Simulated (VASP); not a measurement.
The system is LuBeSi4.

```
CELL_PARAMETERS angstrom
3.05643 0.00000 0.00000
-1.52822 2.64695 0.00000
0.00000 0.00000 11.72148
ATOMIC_POSITIONS crystal
Lu 0.00000 0.00000 0.00000
Be 0.00000 0.00000 0.50000
Si 0.66667 0.33333 0.79731
Si 0.66667 0.33333 0.35979
Si 0.33333 0.66667 0.64021
Si 0.33333 0.66667 0.20269
```

The cell was generated, and may not be a known phase.

* Program: VASP 6.6.1
* Task: relaxation of cell and atoms
* Functional: PBE
* Potentials or basis: VASP PAW PBE potentials, release 64 (Lu, Be, Si)
* Cutoff: 600 eV
* k mesh: 12 × 12 × 4
* Occupations: gaussian, width 0.1 eV
* Spin: no spin polarisation

At the start: pressure 0.7 GPa; volume 15.80 Å³/atom.

Q: Where does the relaxation end?

A: Over 10 steps the energy falls by 7.3 meV/atom and the volume is 16.10 Å³/atom (+1.9 %); space group P-3m1 (No. 164, to 0.1 Å) before and after.

Step by step:
| step | energy change (eV) | largest force (eV/Å) | pressure (GPa) | volume (Å³) |
| --- | --- | --- | --- | --- |
| 1 | 0.0000 | 0.0947 | 0.72 | 94.83 |
| 2 | -0.0312 | 0.1215 | 0.22 | 95.80 |
| 3 | -0.0404 | 0.1372 | -0.15 | 96.59 |
| 4 | -0.0405 | 0.1401 | -0.20 | 96.69 |
| 5 | -0.0424 | 0.0772 | 0.12 | 96.42 |
| 6 | -0.0427 | 0.0469 | 0.31 | 96.26 |
| 7 | -0.0437 | 0.0415 | -0.01 | 96.66 |
| 8 | -0.0437 | 0.0402 | -0.08 | 96.74 |
| 9 | -0.0440 | 0.0232 | -0.06 | 96.69 |
| 10 | -0.0441 | 0.0093 | -0.01 | 96.62 |

Final structure:
```
Lu Be Si
1.0
     3.11960    0.00000    0.00000
    -1.55980    2.70166    0.00000
     0.00000    0.00000   11.46447
Lu Be Si
1 1 4
Direct
  0.00000 0.00000 0.00000
  0.00000 0.00000 0.50000
  0.66667 0.33333 0.79440
  0.66667 0.33333 0.36163
  0.33333 0.66667 0.63837
  0.33333 0.66667 0.20560
```

Caveat: the highest band is partly filled, so the run has too few bands.
